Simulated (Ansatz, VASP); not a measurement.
One calculation of MgS, two programs

```xyz
2
Lattice="0.0000 2.5711 2.5711 2.5711 0.0000 2.5711 2.5711 2.5711 0.0000" Properties=species:S:1:pos:R:3 pbc="T T T"
Mg    0.0000    0.0000    0.0000
S     2.5711    2.5711    2.5711
```

Alike in both runs: task single point; functional PBE; k mesh 8 × 8 × 8; occupations gaussian, width 0.02 eV; no spin polarisation.

|  | VASP | Ansatz |
| --- | --- | --- |
| version | VASP 6.6.1 | Ansatz 0.2.0 |
| potentials or method | VASP PAW PBE potentials, release 64 (Mg, S), cutoff 520 eV | scalar-relativistic, plane waves, PAW |
| valence electrons in the cell | 8 | 16 |

VASP gave:

```
gap on the k mesh at the Fermi level (eV) : 2.85
least direct gap on the mesh (eV)         : 4.00
pressure (GPa)                            : 3.8
```

Q: What did Ansatz give for the same quantities?

A: gap on the k mesh at the Fermi level (eV): 2.86; least direct gap on the mesh (eV): 4.01; pressure (GPa): 4.2.

VASP's potentials hold 8 valence electrons a cell and Ansatz's 16, so a difference there can come from the potentials and not from the codes.
